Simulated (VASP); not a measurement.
# W (Pbcm) in VASP: single point with r2SCAN

Aim: the single point of W with r2SCAN.

All numbers are computed with VASP 6.6.1; they aren't measurements. Logs are shortened: lines on timing, memory, paths and dates and some standing lists are left out, and cuts for length are marked.

### 1 The cell of the first run

Symmetry: Pbcm, No. 57, orthorhombic system. The conventional cell has a = 2.810 Å, b = 4.864 Å, c = 4.924 Å, α = 90.00°, β = 90.00°, γ = 90.00°. W (site symmetry m) has 12 W at 2.70 to 3.06 Å within 3.6 Å.

### 2 Single point, r2SCAN

Contents of POSCAR:

```
W
1.0
    2.8096600000      0.0000000000      0.0000000000
    0.0000000000      4.8638700000      0.0000000000
    0.0000000000      0.0000000000      4.9237000000
W
4
Direct
    0.7931700000      0.5631600000      0.2500000000
    0.2068300000      0.0631600000      0.2500000000
    0.2068300000      0.4368400000      0.7500000000
    0.7931700000      0.9368400000      0.7500000000
```

Contents of INCAR.step1:

```
ALGO     = Normal         # electronic algorithm
EDIFF    = 1E-4           # SCF threshold, eV
ENCUT    = 520            # plane-wave cutoff, eV
GGA      = PE             # functional
ISMEAR   = 1              # smearing method
LASPH    = True           # aspherical terms in the spheres
LCHARG   = False          # write CHGCAR
LREAL    = False          # projectors in reciprocal space
LWAVE    = True           # write WAVECAR
NBANDS   = 36             # bands
NELM     = 100            # most SCF steps
PREC     = Accurate       # precision mode
SIGMA    = 0.1            # smearing width, eV
```

Contents of INCAR.step2:

```
ALGO     = Normal         # electronic algorithm
EDIFF    = 1E-7           # SCF threshold, eV
ENCUT    = 520            # plane-wave cutoff, eV
ISIF     = 2              # what is computed and relaxed
ISMEAR   = 1              # smearing method
ISTART   = 1            
LASPH    = True           # aspherical terms in the spheres
LCHARG   = True           # write CHGCAR
LELF     = True           # ELF
LMIXTAU  = True         
LREAL    = False          # projectors in reciprocal space
LVHAR    = True         
LWAVE    = False          # write WAVECAR
METAGGA  = R2SCAN         # meta-GGA
NBANDS   = 36             # bands
NELM     = 100            # most SCF steps
PREC     = Accurate       # precision mode
SIGMA    = 0.1            # smearing width, eV
```

Contents of KPOINTS:

```
k-points
0
Gamma
  8 5 4
```

Potentials or basis: VASP PAW PBE potentials, release 64 (W_sv).

Run with:

```
$ cat potpaw_PBE.64/W_sv/POTCAR > POTCAR
$ cp INCAR.step1 INCAR
$ mpirun -np 1 vasp_std > vasp.out
$ cp INCAR.step2 INCAR
$ mpirun -np 1 vasp_std > vasp.out
```

OUTCAR:

```text
EDIFF = 1E-7
   ENCUT = 520
   ISIF = 2
   ISMEAR = 1
   ISTART = 1
   LASPH = True
   LREAL = False
   METAGGA = R2SCAN
   NELM = 100
   PREC = Accurate

 ion  position               nearest neighbor table
   1  0.793  0.563  0.250-   2 2.70   2 2.70   3 2.79   3 2.79   2 2.94   2 2.94   3 3.03   3 3.03
                             4 3.06   4 3.06
   2  0.207  0.063  0.250-   1 2.70   1 2.70   4 2.79   4 2.79   1 2.94   1 2.94   4 3.03   4 3.03
                             3 3.06   3 3.06
   3  0.207  0.437  0.750-   4 2.70   4 2.70   1 2.79   1 2.79   4 2.94   4 2.94   1 3.03   1 3.03
                             2 3.06   2 3.06
   4  0.793  0.937  0.750-   3 2.70   3 2.70   2 2.79   2 2.79   3 2.94   3 2.94   2 3.03   2 3.03
                             1 3.06   1 3.06

  LATTYP: Found a simple orthorhombic cell.
 ALAT       =     2.8096600000
 B/A-ratio  =     1.7311240506
 C/A-ratio  =     1.7524184421

  Lattice vectors:

 A1 = (   2.8096600000,   0.0000000000,   0.0000000000)
 A2 = (   0.0000000000,   4.8638700000,   0.0000000000)
 A3 = (   0.0000000000,   0.0000000000,   4.9237000000)

Analysis of symmetry for initial positions (statically):
=====================================================================
 Subroutine PRICEL returns:
 Original cell was already a primitive cell.

 Routine SETGRP: Setting up the symmetry group for a
 simple orthorhombic supercell.

 Subroutine GETGRP returns: Found  8 space group operations
 (whereof  2 operations were pure point group operations)
 out of a pool of  8 trial point group operations.

The static configuration has the point symmetry S_2 .
 The point group associated with its full space group is D_2h.

Analysis of symmetry for dynamics (positions and initial velocities):
=====================================================================
 Subroutine PRICEL returns:
 Original cell was already a primitive cell.

 Routine SETGRP: Setting up the symmetry group for a
 simple orthorhombic supercell.

 Subroutine GETGRP returns: Found  8 space group operations
 (whereof  2 operations were pure point group operations)
 out of a pool of  8 trial point group operations.

The dynamic configuration has the point symmetry S_2 .
 The point group associated with its full space group is D_2h.

 Subroutine INISYM returns: Found  8 space group operations
 (whereof  2 operations are pure point group operations),
 and found     1 'primitive' translations

----------------------------------------------------------------------------------------

                                     Primitive cell

  volume of cell :      67.2864

  direct lattice vectors                    reciprocal lattice vectors
     2.809660000  0.000000000  0.000000000     0.355914951  0.000000000  0.000000000
     0.000000000  4.863870000  0.000000000     0.000000000  0.205597600  0.000000000
     0.000000000  0.000000000  4.923700000     0.000000000  0.000000000  0.203099295

  length of vectors
     2.809660000  4.863870000  4.923700000     0.355914951  0.205597600  0.203099295

  position of ions in fractional coordinates (direct lattice)
     0.793170000  0.563160000  0.250000000
     0.206830000  0.063160000  0.250000000
     0.206830000  0.436840000  0.750000000
     0.793170000  0.936840000  0.750000000

  ion indices of the primitive-cell ions
   primitive index   ion index
                 1           1
                 2           2
                 3           3
                 4           4

----------------------------------------------------------------------------------------

 KPOINTS: k-points

Automatic generation of k-mesh.
 Grid dimensions read from file:
 generate k-points for:    8    5    4

 Generating k-lattice:

  Cartesian coordinates                     Fractional coordinates (reciprocal lattice)
     0.044489369  0.000000000  0.000000000     0.125000000  0.000000000  0.000000000
     0.000000000  0.041119520  0.000000000     0.000000000  0.200000000  0.000000000
     0.000000000  0.000000000  0.050774824     0.000000000  0.000000000  0.250000000

  Length of vectors
     0.044489369  0.041119520  0.050774824

  Shift w.r.t. Gamma in fractional coordinates (k-lattice)
     0.000000000  0.000000000  0.000000000

 Subroutine IBZKPT returns following result:
 ===========================================

 Found     45 irreducible k-points:

 Following reciprocal coordinates:
            Coordinates               Weight
  0.000000  0.000000  0.000000      1.000000
  0.125000  0.000000  0.000000      2.000000
  0.250000  0.000000  0.000000      2.000000
  0.375000  0.000000  0.000000      2.000000
  0.500000  0.000000  0.000000      1.000000
  0.000000  0.200000  0.000000      2.000000
[... 16 lines left out ...]
  0.250000  0.200000  0.250000      8.000000
  0.375000  0.200000  0.250000      8.000000
 [... further k-points ...]
   k-points           NKPTS =     45   k-points in BZ     NKDIM =     45   number of bands    NBANDS=     36
   number of dos      NEDOS =    301   number of ions     NIONS =      4
   total plane-waves  NPLWV =  34560
   dimension x,y,z NGX =    24 NGY =   36 NGZ =   40
   dimension x,y,z NGXF=    48 NGYF=   72 NGZF=   80
   ions per type =               4
   NGX,Y,Z   is equivalent  to a cutoff of  14.20, 12.30, 13.51 a.u.
   NGXF,Y,Z  is equivalent  to a cutoff of  28.40, 24.61, 27.01 a.u.
 SYSTEM =  unknown system
   PREC   = accura    normal or accurate (medium, high low for compatibility)
   ISTART =      1    job   : 0-new  1-cont  2-samecut
   ICHARG =      0    charge: 1-file 2-atom 10-const
   ISPIN  =      1    spin polarized calculation?
   LNONCOLLINEAR =      F non collinear calculations
   LSORBIT =      F    spin-orbit coupling
   LASPH  =      T    aspherical Exc in radial PAW
   ENCUT  =  520.0 eV  38.22 Ry    6.18 a.u.   5.22  9.04  9.15*2*pi/ulx,y,z
   NELM   =    100;   NELMIN=  2; NELMDL=  0     # of ELM steps
   EDIFF  = 0.1E-06   stopping-criterion for ELM
   LREAL  =      F    real-space projection
   EDIFFG = 0.1E-05   stopping-criterion for IOM
   NSW    =      0    number of steps for IOM
   IBRION =     -1    ionic relax: 0-MD 1-quasi-New 2-CG
   NFREE  =      0    steps in history (QN), initial steepest desc. (CG)
   ISIF   =      2    stress and relaxation
   ISYM   =      2    0-nonsym 1-usesym 2-fastsym
   POTIM  = 0.5000    time-step for ionic-motion
   TEBEG  =    0.0;   TEEND  =   0.0 temperature during run
   PSTRESS=    0.0 pullay stress
   NELECT =      56.0000    total number of electrons
   NUPDOWN=      -1.0000    fix difference up-down
   EMIN   =  10.00;   EMAX   =-10.00  energy-range for DOS
   EFERMI =   0.00;   METHOD = LEGACY
   ISMEAR =     1;   SIGMA  =   0.10  broadening in eV -4-tet -1-fermi 0-gaus
   EFERMI_NEDOS =   21; number of points for ismear=-14 and -15
   IALGO  =     38    algorithm
   IMIX   =      4    mixing-type and parameters
     AMIX     =   0.40;   BMIX     =  1.00
     AMIX_MAG =   1.60;   BMIX_MAG =  1.00
  volume/ion in A,a.u.               =      16.82       113.52
  Fermi-wavevector in a.u.,A,eV,Ry     =   1.539909  2.910006 32.263765  2.371320
  Thomas-Fermi vector in A             =   2.646071
   LORBIT       =      0    0 simple, 1 ext, 2 COOP (PROOUT), +10 PAW based schemes
   METAGGA = R2SCAN    functional components
   LHFCALC =     F    Hartree Fock is set to
   AEXX    =    0.0000 exact exchange contribution
   IVDW    =     0    specifies the selected vdW correction
   LEPSILON=     F    determine dielectric tensor
   LRPA    =     F    only Hartree local field effects (RPA)
 non-spin polarized calculation
 Methfessel and Paxton  Order N= 1 SIGMA  =   0.10
  energy-cutoff  :      520.00
  volume of cell :       67.29
 maximum number of plane-waves:      1828
 NGX is ok and might be reduce to    24
   NGX = 11   NGY = 19   NGZ = 19

 number of electron      56.0000011 magnetization

 Free energy of the ion-electron system (eV)
  ---------------------------------------------------
  ext. energy  EPLUGINS =         0.00000000
  ---------------------------------------------------
  free energy    TOTEN  =      -203.13089365 eV

  energy without entropy =     -203.12917993  energy(sigma->0) =     -203.13032241

 E-fermi :  10.1682     XC(G=0): -14.5376

 val. band max:       10.1644077701   @ k =   0.5000   0.2000   0.0000
 cond. band min:      10.1750869993   @ k =   0.3750   0.0000   0.0000
 fundamental gap:      0.0106792292
 Fermi energy:        10.1682338855

 k-point     1 :       0.0000    0.0000    0.0000
  band No.  band energies     occupation
      1     -65.6323      2.00000
      2     -65.5454      2.00000
      3     -65.5084      2.00000
      4     -65.4539      2.00000
      5     -29.7881      2.00000
      6     -29.7263      2.00000
[... 28 lines left out ...]
     35      14.5208      0.00000
     36      14.8994      0.00000

 k-point     2 :       0.1250    0.0000    0.0000
  band No.  band energies     occupation
      1     -65.6202      2.00000
      2     -65.5374      2.00000
      3     -65.5024      2.00000
      4     -65.4519      2.00000
      5     -29.7424      2.00000
      6     -29.6857      2.00000
[... 28 lines left out ...]
     35      13.9280      0.00000
     36      14.3710      0.00000

 k-point     3 :       0.2500    0.0000    0.0000
  band No.  band energies     occupation
      1     -65.5894      2.00000
      2     -65.5176      2.00000
      3     -65.4881      2.00000
      4     -65.4486      2.00000
      5     -29.6211      2.00000
      6     -29.5775      2.00000
[... 28 lines left out ...]
     35      13.5418      0.00000
     36      14.2263      0.00000
[... 742 lines left out ...]
 k-point    23 :       0.2500    0.2000    0.2500
  band No.  band energies     occupation
      1     -65.5700      2.00000
      2     -65.5210      2.00000
      3     -65.4920      2.00000
      4     -65.4612      2.00000
      5     -29.5871      2.00000
      6     -29.5291      2.00000
[... 28 lines left out ...]
     35      12.9083      0.00000
     36      14.3608      0.00000

 k-point    24 :       0.3750    0.2000    0.2500
  band No.  band energies     occupation
      1     -65.5395      2.00000
      2     -65.5003      2.00000
      3     -65.4785      2.00000
      4     -65.4573      2.00000
      5     -29.6046      2.00000
      6     -29.5564      2.00000
[... 28 lines left out ...]
     35      14.2102      0.00000
     36      14.6366      0.00000

 [... further k-points ...]
[... 5 lines left out ...]
  --------------------------------------------------------------------------------------
  -------------------------------------------------------------------------------------
  Total       -3.1819587     -2.5654617     -1.4381253     -0.0000000      0.0000000      0.0000000
  in kB      -75.7666012    -61.0870013    -34.2436468     -0.0000000      0.0000000      0.0000000
  external PRESSURE =     -57.0324164 kB  Pullay stress =       0.0000000 kB

 VOLUME and BASIS-vectors are now :
 -----------------------------------------------------------------------------
  energy-cutoff  :      520.00
  volume of cell :       67.29
      direct lattice vectors                 reciprocal lattice vectors
     2.809660000  0.000000000  0.000000000     0.355914951  0.000000000  0.000000000
     0.000000000  4.863870000  0.000000000     0.000000000  0.205597600  0.000000000
     0.000000000  0.000000000  4.923700000     0.000000000  0.000000000  0.203099295

 POSITION                                       TOTAL-FORCE (eV/Angst)
 -----------------------------------------------------------------------------------
      2.22854      2.73914      1.23093         0.169445     -0.169497      0.000000
      0.58112      0.30720      1.23093        -0.169445     -0.169497     -0.000000
      0.58112      2.12473      3.69278        -0.169445      0.169497     -0.000000
      2.22854      4.55667      3.69278         0.169445      0.169497      0.000000
 -----------------------------------------------------------------------------------
    total drift:                               -0.000000      0.000000      0.000000

  FREE ENERGIE OF THE ION-ELECTRON SYSTEM (eV)
  ---------------------------------------------------
  free  energy   TOTEN  =      -203.1308936498 eV

  energy  without entropy=     -203.1291799342  energy(sigma->0) =     -203.13032241
```

Run time: 6.3 min. Hardware: 1 thread of Intel Xeon 8259CL, shared host; peak memory 0.23 GiB.

Results:

```
Free energy            : -203.1309 eV
Pressure               : -5.7 GPa
Largest force          : 0.240 eV/Å
Band gap on the k mesh : zero (bands 28 and 29 overlap by 1.00 eV)
```

Forces on the atoms (eV/Å):
```
W    0.169 -0.169  0.000
W   -0.169 -0.169  0.000
W   -0.169  0.169  0.000
W    0.169  0.169  0.000
```

Levels at points of the mesh, in eV from the Fermi level:
| k point | band 25 | band 26 | band 27 | band 28 | band 29 | band 30 | band 31 | band 32 |
| --- | --- | --- | --- | --- | --- | --- | --- | --- |
| (0.00, 0.00, 0.00) | -0.50 | -0.45 | -0.39 | -0.31 | -0.28 | -0.13 | 0.64 | 1.73 |
| (0.50, 0.00, 0.00) | -1.85 | -1.74 | -1.30 | -1.15 | 0.20 | 0.23 | 0.49 | 2.95 |
| (0.00, 0.00, 0.50) | -0.83 | -0.83 | -0.08 | -0.08 | 0.62 | 0.62 | 1.95 | 1.95 |
| (0.50, 0.00, 0.50) | -1.94 | -1.94 | -1.17 | -1.17 | 0.81 | 0.81 | 1.29 | 1.29 |

Caveat: the cell stands under tension; the PAW data sets were made with another functional, which shifts forces and pressure a little; spin-orbit coupling is left out, which moves the levels of the heavy elements.
